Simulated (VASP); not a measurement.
Runs of VASP 6.6.1 on AlAs. The structure is cubic, space group F-43m (No. 216). The conventional cell has a = 5.678 Å, b = 5.678 Å, c = 5.678 Å, α = 90.00°, β = 90.00°, γ = 90.00°. Al (site symmetry -43m) has 4 As at 2.46 Å within 3.2 Å. Within 3.2 Å of As (site symmetry -43m) lie 4 Al at 2.46 Å. 

| level | k mesh | cutoff (eV) | smearing | grid for exact exchange (PRECFOCK) | share of exact exchange | screening parameter | gap on the mesh (eV) | pressure (GPa) |
| --- | --- | --- | --- | --- | --- | --- | --- | --- |
| PBEsol | 6 × 6 × 6 | 500 | methfessel-paxton 0.001 eV | - | - | - | 1.33 | 0.2 |
| PBEsol | 6 × 6 × 6 | 500 | gaussian 0.5 eV | - | - | - | 1.33 | 0.2 |
| PBEsol | 6 × 6 × 6 | 500 | gaussian 0.05 eV | - | - | - | 1.33 | 0.2 |
| PBE-based screened hybrid with 75 % exact exchange | 4 × 4 × 4 | 400 | gaussian 0.01 eV | Normal | 0.75 | 0.1 1/Å | 4.63 | (a) |
| PBE | 4 × 4 × 4 | 500 | gaussian 0.01 eV | - | - | - | 1.43 | 2.4 |
| PBEsol+D3(BJ) | 6 × 6 × 6 | 500 | gaussian 0.01 eV | - | - | - | 1.33 | (b) |
| HSE06 | 4 × 4 × 4 | 400 | gaussian 0.01 eV | Normal | 0.25 | 0.2079 1/Å | 2.11 | 0.2 |
| PBEsol | 6 × 6 × 6 | 500 | gaussian 0.01 eV | - | - | - | 1.33 | 0.2 |
| PBEsol | 5 × 5 × 5 | 500 | gaussian 0.01 eV | - | - | - | 1.54 | 0.2 |
| PBE-based global hybrid with 75 % exact exchange | 4 × 4 × 4 | 400 | gaussian 0.01 eV | Normal | 0.75 | - | 5.82 | -4.2 |

Alike in all rows: task single point; potentials or basis VASP PAW PBE potentials, release 64 (Al, As); no spin polarisation; cell as given.

Task: Estimate the missing entries.

Result: (a) -4.5; (b) -1.8.

Caveats: some runs use coarse meshes; the PAW data sets were made with another functional, which shifts forces and pressure a little (at least some runs); an odd mesh through Γ misses points on the zone boundary, where band edges can lie (at least some runs).

A k mesh can miss the band edges, and the runs leave out spin-orbit coupling on As.
